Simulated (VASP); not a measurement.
# Fe (Im-3m) in VASP: a series of runs

Fe is run at these levels: r2SCAN; tasks: single point.

Everything below comes from runs of VASP 6.6.1. Logs are shortened: lines on timing, memory, paths and dates and some standing lists are left out, and cuts for length are marked.

## 1. The cell of the first run

The structure is cubic, space group Im-3m (No. 229). Conventional cell: a = 2.679 Å, b = 2.679 Å, c = 2.679 Å, α = 90.00°, β = 90.00°, γ = 90.00°. Within 3.1 Å of Fe (site symmetry m-3m) lie 14 Fe at 2.32 to 2.68 Å.

## 2. Single point, r2SCAN, collinear spin, ferromagnetic start (volume scaled by 0.8)

POSCAR reads:

```
Fe
1.0
   -1.3395625374      1.3395625374      1.3395625374
    1.3395625374     -1.3395625374      1.3395625374
    1.3395625374      1.3395625374     -1.3395625374
Fe
1
Direct
    0.0000000000      0.0000000000      0.0000000000
```

INCAR.step1 reads:

```
ALGO = Normal
EDIFF = 1E-4
ENCUT = 520
GGA = PE
ISMEAR = -1
ISPIN = 2
LASPH = T
LCHARG = F
LMAXMIX = 4
LREAL = F
LWAVE = T
MAGMOM = 3
NBANDS = 14
NELM = 150
PREC = Accurate
SIGMA = 0.05
```

INCAR.step2 reads:

```
ALGO = Normal
EDIFF = 1E-6
ENCUT = 520
ISIF = 2
ISMEAR = -1
ISPIN = 2
ISTART = 1
LASPH = T
LCHARG = F
LMAXMIX = 4
LMIXTAU = T
LORBIT = 11
LREAL = F
LWAVE = F
MAGMOM = 3
METAGGA = R2SCAN
NBANDS = 14
NELM = 150
PREC = Accurate
SIGMA = 0.05
```

KPOINTS reads:

```
k-points
0
Gamma
  14 14 14
```

Potentials or basis: VASP PAW PBE potentials, release 64 (Fe).

The run is started by

```sh
$ cat potpaw_PBE.64/Fe/POTCAR > POTCAR
$ cp INCAR.step1 INCAR
$ mpirun -np 1 vasp_std > vasp.out
$ cp INCAR.step2 INCAR
$ mpirun -np 1 vasp_std > vasp.out
```

OUTCAR:

```text
EDIFF = 1E-6
   ENCUT = 520
   ISIF = 2
   ISMEAR = -1
   ISPIN = 2
   ISTART = 1
   LASPH = T
   LORBIT = 11
   LREAL = F
   METAGGA = R2SCAN
   NELM = 150
   PREC = Accurate

 ion  position               nearest neighbor table
   1  0.000  0.000  0.000-

  LATTYP: Found a body centered cubic cell.
 ALAT       =     2.6791250748

  Lattice vectors:

 A1 = (  -1.3395625374,   1.3395625374,   1.3395625374)
 A2 = (   1.3395625374,  -1.3395625374,   1.3395625374)
 A3 = (   1.3395625374,   1.3395625374,  -1.3395625374)

Analysis of symmetry for initial positions (statically):
=====================================================================
 Subroutine PRICEL returns:
 Original cell was already a primitive cell.

 Routine SETGRP: Setting up the symmetry group for a
 body centered cubic supercell.

 Subroutine GETGRP returns: Found 48 space group operations
 (whereof 48 operations were pure point group operations)
 out of a pool of 48 trial point group operations.

The static configuration has the point symmetry O_h .

Analysis of symmetry for dynamics (positions and initial velocities):
=====================================================================
 Subroutine PRICEL returns:
 Original cell was already a primitive cell.

 Routine SETGRP: Setting up the symmetry group for a
 body centered cubic supercell.

 Subroutine GETGRP returns: Found 48 space group operations
 (whereof 48 operations were pure point group operations)
 out of a pool of 48 trial point group operations.

The dynamic configuration has the point symmetry O_h .

Analysis of structural, dynamic, and magnetic symmetry:
=====================================================================
 Subroutine PRICEL returns:
 Original cell was already a primitive cell.

 Routine SETGRP: Setting up the symmetry group for a
 body centered cubic supercell.

 Subroutine GETGRP returns: Found 48 space group operations
 (whereof 48 operations were pure point group operations)
 out of a pool of 48 trial point group operations.

The overall configuration has the point symmetry O_h .

 Subroutine INISYM returns: Found 48 space group operations
 (whereof 48 operations are pure point group operations),
 and found     1 'primitive' translations

----------------------------------------------------------------------------------------

                                     Primitive cell

  volume of cell :       9.6150

  direct lattice vectors                    reciprocal lattice vectors
    -1.339562537  1.339562537  1.339562537     0.000000000  0.373256183  0.373256183
     1.339562537 -1.339562537  1.339562537     0.373256183  0.000000000  0.373256183
     1.339562537  1.339562537 -1.339562537     0.373256183  0.373256183  0.000000000

  length of vectors
     2.320190375  2.320190375  2.320190375     0.527863957  0.527863957  0.527863957

  position of ions in fractional coordinates (direct lattice)
     0.000000000  0.000000000  0.000000000

  ion indices of the primitive-cell ions
   primitive index   ion index
                 1           1

----------------------------------------------------------------------------------------

 KPOINTS: k-points

Automatic generation of k-mesh.
 Grid dimensions read from file:
 generate k-points for:   14   14   14

 Generating k-lattice:

  Cartesian coordinates                     Fractional coordinates (reciprocal lattice)
     0.000000000  0.026661156  0.026661156     0.071428571  0.000000000  0.000000000
     0.026661156  0.000000000  0.026661156     0.000000000  0.071428571  0.000000000
     0.026661156  0.026661156  0.000000000     0.000000000  0.000000000  0.071428571

  Length of vectors
     0.037704568  0.037704568  0.037704568

  Shift w.r.t. Gamma in fractional coordinates (k-lattice)
     0.000000000  0.000000000  0.000000000

 Subroutine IBZKPT returns following result:
 ===========================================

 Found    104 irreducible k-points:

 Following reciprocal coordinates:
            Coordinates               Weight
  0.000000  0.000000  0.000000      1.000000
  0.071429  0.000000  0.000000     12.000000
  0.142857  0.000000  0.000000     12.000000
  0.214286  0.000000  0.000000     12.000000
  0.285714  0.000000  0.000000     12.000000
  0.357143  0.000000  0.000000     12.000000
[... 16 lines left out ...]
  0.285714  0.285714  0.000000     24.000000
  0.357143  0.285714  0.000000     24.000000
 [... further k-points ...]
   k-points           NKPTS =    104   k-points in BZ     NKDIM =    104   number of bands    NBANDS=     14
   number of dos      NEDOS =    301   number of ions     NIONS =      1
   total plane-waves  NPLWV =   5832
   dimension x,y,z NGX =    18 NGY =   18 NGZ =   18
   dimension x,y,z NGXF=    36 NGYF=   36 NGZF=   36
   ions per type =               1
   NGX,Y,Z   is equivalent  to a cutoff of  12.90, 12.90, 12.90 a.u.
   NGXF,Y,Z  is equivalent  to a cutoff of  25.79, 25.79, 25.79 a.u.
 SYSTEM =  unknown system
   PREC   = accura    normal or accurate (medium, high low for compatibility)
   ISTART =      1    job   : 0-new  1-cont  2-samecut
   ICHARG =      0    charge: 1-file 2-atom 10-const
   ISPIN  =      2    spin polarized calculation?
   LNONCOLLINEAR =      F non collinear calculations
   LSORBIT =      F    spin-orbit coupling
   LASPH  =      T    aspherical Exc in radial PAW
   ENCUT  =  520.0 eV  38.22 Ry    6.18 a.u.   4.31  4.31  4.31*2*pi/ulx,y,z
   NELM   =    150;   NELMIN=  2; NELMDL=  0     # of ELM steps
   EDIFF  = 0.1E-05   stopping-criterion for ELM
   LREAL  =      F    real-space projection
   EDIFFG = 0.1E-04   stopping-criterion for IOM
   NSW    =      0    number of steps for IOM
   IBRION =     -1    ionic relax: 0-MD 1-quasi-New 2-CG
   NFREE  =      0    steps in history (QN), initial steepest desc. (CG)
   ISIF   =      2    stress and relaxation
   ISYM   =      2    0-nonsym 1-usesym 2-fastsym
   POTIM  = 0.5000    time-step for ionic-motion
   TEBEG  =    0.0;   TEEND  =   0.0 temperature during run
   PSTRESS=    0.0 pullay stress
   NELECT =       8.0000    total number of electrons
   NUPDOWN=      -1.0000    fix difference up-down
   EMIN   =  10.00;   EMAX   =-10.00  energy-range for DOS
   EFERMI =   0.00;   METHOD = LEGACY
   ISMEAR =    -1;   SIGMA  =   0.05  broadening in eV -4-tet -1-fermi 0-gaus
   EFERMI_NEDOS =   21; number of points for ismear=-14 and -15
   IALGO  =     38    algorithm
   IMIX   =      4    mixing-type and parameters
     AMIX     =   0.40;   BMIX     =  1.00
     AMIX_MAG =   1.60;   BMIX_MAG =  1.00
  volume/ion in A,a.u.               =       9.61        64.89
  Fermi-wavevector in a.u.,A,eV,Ry     =   1.539768  2.909739 32.257838  2.370884
  Thomas-Fermi vector in A             =   2.645949
   LORBIT       =     11    0 simple, 1 ext, 2 COOP (PROOUT), +10 PAW based schemes
   METAGGA = R2SCAN    functional components
   LHFCALC =     F    Hartree Fock is set to
   AEXX    =    0.0000 exact exchange contribution
   IVDW    =     0    specifies the selected vdW correction
   LEPSILON=     F    determine dielectric tensor
   LRPA    =     F    only Hartree local field effects (RPA)
 spin polarized calculation
  energy-cutoff  :      520.00
  volume of cell :        9.61
 maximum number of plane-waves:       268
 NGX is ok and might be reduce to    18
   NGX =  9   NGY =  9   NGZ =  9

 number of electron       8.0000009 magnetization       2.1668537

 Free energy of the ion-electron system (eV)
  ---------------------------------------------------
  ext. energy  EPLUGINS =         0.00000000
  ---------------------------------------------------
  free energy    TOTEN  =       -14.08766198 eV

  energy without entropy =      -14.08241784  energy(sigma->0) =      -14.08503991

 E-fermi :   7.4062     XC(G=0): -15.3799

 val. band max:        7.3887427806   @ k =   0.4286   0.0000   0.0000
 cond. band min:       7.4078594036   @ k =  -0.2857   0.3571   0.0714
 fundamental gap:      0.0191166230
 Fermi energy:         7.4061945742

 spin component 1

 k-point     1 :       0.0000    0.0000    0.0000
  band No.  band energies     occupation
      1      -2.0747      1.00000
      2       4.4579      1.00000
      3       4.4579      1.00000
      4       4.4579      1.00000
      5       5.9527      1.00000
      6       5.9527      1.00000
      7      35.4546      0.00000
      8      35.4546      0.00000
      9      35.4547      0.00000
     10      41.7016      0.00000
     11      41.7016      0.00000
     12      44.7908      0.00000
     13      44.7910      0.00000
     14      44.7910      0.00000
[... 375 lines left out ...]
 k-point    24 :       0.3571    0.2857    0.0000
  band No.  band energies     occupation
      1       2.6559      1.00000
      2       3.2902      1.00000
      3       3.7944      1.00000
      4       6.2625      1.00000
      5       6.5274      1.00000
      6      14.3901      0.00000
      7      16.6133      0.00000
      8      19.7319      0.00000
      9      29.9691      0.00000
     10      38.9427      0.00000
     11      40.6921      0.00000
     12      49.4254      0.00000
     13      52.9013      0.00000
     14      56.8221      0.00000

 [... further k-points ...]

 spin component 2

 k-point     1 :       0.0000    0.0000    0.0000
  band No.  band energies     occupation
      1      -2.5686      1.00000
      2       7.0313      0.99945
      3       7.0315      0.99944
      4       7.0315      0.99944
      5       9.9903      0.00000
      6       9.9908      0.00000
      7      35.1317      0.00000
      8      35.1317      0.00000
      9      35.1318      0.00000
     10      42.3590      0.00000
     11      42.3591      0.00000
     12      46.3387      0.00000
     13      46.3389      0.00000
     14      46.3391      0.00000
[... 375 lines left out ...]
 k-point    24 :       0.3571    0.2857    0.0000
  band No.  band energies     occupation
      1       4.4658      1.00000
      2       5.2009      1.00000
      3       5.5092      1.00000
      4       9.8341      0.00000
      5      10.1127      0.00000
      6      15.8289      0.00000
      7      18.0273      0.00000
      8      20.9580      0.00000
      9      30.9466      0.00000
     10      39.3972      0.00000
     11      41.1611      0.00000
     12      51.3582      0.00000
     13      54.4686      0.00000
     14      58.3183      0.00000

 [... further k-points ...]
[... 5 lines left out ...]
  --------------------------------------------------------------------------------------
  -------------------------------------------------------------------------------------
  Total        2.8814008      2.8814008      2.8814008     -0.0000000     -0.0000000     -0.0000000
  in kB      480.1371194    480.1371194    480.1371194     -0.0000000     -0.0000000     -0.0000000
  external PRESSURE =     480.1371194 kB  Pullay stress =       0.0000000 kB

 VOLUME and BASIS-vectors are now :
 -----------------------------------------------------------------------------
  energy-cutoff  :      520.00
  volume of cell :        9.61
      direct lattice vectors                 reciprocal lattice vectors
    -1.339562537  1.339562537  1.339562537     0.000000000  0.373256183  0.373256183
     1.339562537 -1.339562537  1.339562537     0.373256183  0.000000000  0.373256183
     1.339562537  1.339562537 -1.339562537     0.373256183  0.373256183  0.000000000

 POSITION                                       TOTAL-FORCE (eV/Angst)
 -----------------------------------------------------------------------------------
      0.00000      0.00000      0.00000        -0.000000      0.000000      0.000000
 -----------------------------------------------------------------------------------
    total drift:                                0.000000      0.000000      0.000000

  FREE ENERGIE OF THE ION-ELECTRON SYSTEM (eV)
  ---------------------------------------------------
  free  energy   TOTEN  =       -14.0876619790 eV

  energy  without entropy=      -14.0824178375  energy(sigma->0) =      -14.08503991

 total charge

# of ion       s       p       d       tot
------------------------------------------
    1        0.573   0.739   6.379   7.690

 magnetization (x)

# of ion       s       p       d       tot
------------------------------------------
    1       -0.013  -0.108   2.285   2.164
```

Wall time 38 s (1 thread of Intel Xeon 6975P-C (Granite Rapids), shared host); peak memory 0.14 GiB.

Results:

```yaml
Free_energy: -14.0877 eV
Pressure: 48.0 GPa
Net_moment: 2.17 μB per cell
Site_moments: Fe +2.16 μB
Valence_electrons_inside_the_program's_atomic_spheres: Fe 7.69
```

Levels at points of the mesh, in eV from the Fermi level:
Spin up:
| k point | band 2 | band 3 | band 4 | band 5 | band 6 | band 7 | band 8 | band 9 |
| --- | --- | --- | --- | --- | --- | --- | --- | --- |
| (0.00, 0.00, 0.00) | -2.95 | -2.95 | -2.95 | -1.45 | -1.45 | 28.05 | 28.05 | 28.05 |
| (0.50, 0.00, 0.00) | -4.35 | -1.32 | -1.20 | 0.55 | 0.83 | 9.32 | 20.89 | 24.13 |
| (0.50, 0.50, 0.50) | -6.28 | 0.20 | 0.20 | 0.20 | 11.90 | 11.90 | 11.90 | 18.07 |
Spin down:
| k point | band 1 | band 2 | band 3 | band 4 | band 5 | band 6 |
| --- | --- | --- | --- | --- | --- | --- |
| (0.00, 0.00, 0.00) | -9.97 | -0.37 | -0.37 | -0.37 | 2.58 | 2.58 |
| (0.50, 0.00, 0.00) | -4.67 | -2.15 | 0.42 | 2.34 | 2.97 | 3.57 |
| (0.50, 0.50, 0.50) | -3.98 | -3.98 | 3.17 | 3.17 | 3.17 | 12.17 |

Caveat: the PAW data sets were made with another functional, which shifts forces and pressure a little.

## 3. Single point, r2SCAN, collinear spin, ferromagnetic start (volume scaled by 0.85)

POSCAR reads:

```
Fe
1.0
   -1.3669080663      1.3669080663      1.3669080663
    1.3669080663     -1.3669080663      1.3669080663
    1.3669080663      1.3669080663     -1.3669080663
Fe
1
Direct
    0.0000000000      0.0000000000      0.0000000000
```

INCAR.step1 reads:

```
SYSTEM = Fe
PREC = Accurate
ENCUT = 520
ISMEAR = -1
SIGMA = 0.05
LREAL = .False.
LASPH = .True.
NELM = 150
ISPIN = 2
MAGMOM = 3
LMAXMIX = 4
NBANDS = 14
GGA = PE
ALGO = Normal
EDIFF = 1E-4
LWAVE = .True.
LCHARG = .False.
```

INCAR.step2 reads:

```
SYSTEM = Fe
PREC = Accurate
ENCUT = 520
EDIFF = 1E-6
ISMEAR = -1
SIGMA = 0.05
LREAL = .False.
LASPH = .True.
NELM = 150
ALGO = Normal
ISIF = 2
LWAVE = .False.
LCHARG = .False.
ISPIN = 2
MAGMOM = 3
LORBIT = 11
LMAXMIX = 4
METAGGA = R2SCAN
LMIXTAU = .True.
NBANDS = 14
ISTART = 1
```

KPOINTS reads:

```
regular mesh
0
Gamma
  14 14 14
  0 0 0
```

Potentials or basis: VASP PAW PBE potentials, release 64 (Fe).

The run is started by

```sh
$ cat potpaw_PBE.64/Fe/POTCAR > POTCAR
$ cp INCAR.step1 INCAR
$ mpirun -np 1 vasp_std > vasp.out
$ cp INCAR.step2 INCAR
$ mpirun -np 1 vasp_std > vasp.out
```

Run time: 47 s. Hardware: 1 thread of Intel Xeon 6975P-C (Granite Rapids), shared host; peak memory 0.14 GiB.

Results (log left out):

```
Free energy                                           : -14.2254 eV
Pressure                                              : 28.2 GPa
Net moment                                            : 2.31 μB per cell
Site moments                                          : Fe +2.33 μB
Valence electrons inside the program's atomic spheres : Fe 7.53
```

Levels at points of the mesh, in eV from the Fermi level:
Spin up:
| k point | band 1 | band 2 | band 3 | band 4 | band 5 | band 6 | band 7 | band 8 | band 9 | band 10 |
| --- | --- | --- | --- | --- | --- | --- | --- | --- | --- | --- |
| (0.00, 0.00, 0.00) | -9.07 | -2.83 | -2.83 | -2.83 | -1.43 | -1.43 | 27.43 | 27.43 | 27.43 | 33.22 |
| (0.50, 0.00, 0.00) | -5.75 | -4.10 | -1.33 | -1.21 | 0.35 | 0.84 | 8.66 | 20.37 | 23.01 | 26.02 |
| (0.50, 0.50, 0.50) | -5.81 | -5.81 | 0.03 | 0.03 | 0.03 | 11.40 | 11.40 | 11.40 | 17.37 | 17.37 |
Spin down:
| k point | band 1 | band 2 | band 3 | band 4 | band 5 | band 6 |
| --- | --- | --- | --- | --- | --- | --- |
| (0.00, 0.00, 0.00) | -9.59 | -0.01 | -0.01 | -0.01 | 2.72 | 2.72 |
| (0.50, 0.00, 0.00) | -4.17 | -1.67 | 0.39 | 2.50 | 3.07 | 3.64 |
| (0.50, 0.50, 0.50) | -3.41 | -3.41 | 3.27 | 3.27 | 3.27 | 11.69 |

Caveat: the PAW data sets were made with another functional, which shifts forces and pressure a little.

(Continued in part 2 of 2.)
